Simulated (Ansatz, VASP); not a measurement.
**One calculation of K, two programs**

POSCAR

```
K
1.0
    3.8362911461      0.0000000000      0.0000000000
    0.0000000000      4.3104394900      0.0000000000
    0.0000000000      0.0000000000      4.1919024040
K
1
Direct
    0.0000000000      0.0000000000      0.0000000000
```

INCAR.step1

```
SYSTEM = K
ALGO     = Normal         ! electronic algorithm
EDIFF    = 1E-4           ! SCF threshold, eV
ENCUT    = 520            ! plane-wave cutoff, eV
GGA      = PE             ! functional
ISMEAR   = 0              ! smearing method
LASPH    = .True.         ! aspherical terms in the spheres
LCHARG   = .False.        ! write CHGCAR
LREAL    = .False.        ! projectors in reciprocal space
LWAVE    = .True.         ! write WAVECAR
NBANDS   = 10             ! bands
NELM     = 100            ! most SCF steps
PREC     = Accurate       ! precision mode
SIGMA    = 0.15           ! smearing width, eV
```

File INCAR.step2:

```
SYSTEM = K
ALGO     = Normal         ! electronic algorithm
EDIFF    = 1E-6           ! SCF threshold, eV
ENCUT    = 520            ! plane-wave cutoff, eV
ISIF     = 2              ! what is computed and relaxed
ISMEAR   = 0              ! smearing method
ISTART   = 1            
LASPH    = .True.         ! aspherical terms in the spheres
LCHARG   = .True.         ! write CHGCAR
LELF     = .True.         ! ELF
LMIXTAU  = .True.       
LREAL    = .False.        ! projectors in reciprocal space
LVHAR    = .True.       
LWAVE    = .False.        ! write WAVECAR
METAGGA  = R2SCAN         ! meta-GGA
NBANDS   = 10             ! bands
NELM     = 100            ! most SCF steps
PREC     = Accurate       ! precision mode
SIGMA    = 0.15           ! smearing width, eV
```

The input KPOINTS:

```
k-points
0
Gamma
  10 10 10
  0 0 0
```

Input for Ansatz:

```yaml
crystal:
  lattice:
    - [3.8362911461, 0.0, 0.0]
    - [0.0, 4.31043949, 0.0]
    - [0.0, 0.0, 4.191902404]
  atoms:
    - { symbol: K, position: [0.0, 0.0, 0.0] }
basis:
  ecutwfc: 500
kpoints:
  mp_grid: { grid: [10, 10, 10] }
hamiltonian:
  xc: r2scan
scf:
  occupations: { method: gaussian, width: 0.15 }
output:
  forces: true
  stress: true
  eigenvalues: true
```

Change from the starting cell: normal strain along x -0.1100, normal strain along z -0.0275.

Alike in both runs: task single point; functional r2SCAN; k mesh 10 × 10 × 10; occupations gaussian, width 0.15 eV; no spin polarisation.

```csv
,VASP,Ansatz
version,VASP 6.6.1,Ansatz 0.2.0
potentials or method,"VASP PAW PBE potentials, release 64 (K_sv), cutoff 520 eV","scalar-relativistic, plane waves, PAW"
valence electrons in the cell,9,9
```

Ansatz gave:

```
gap on the k mesh at the Fermi level (eV)                     : none
pressure (GPa)                                                : 0.5
traceless stress, the component that is largest in VASP (GPa) : 0.96
```

Estimate VASP's values.

gap on the k mesh at the Fermi level (eV): none; pressure (GPa): 0.5; traceless stress, the component that is largest in VASP (GPa): 0.97.

VASP's potentials were made for PBE, not for r2SCAN. A gap of «none» marks a metal or a gap that the smearing closes.
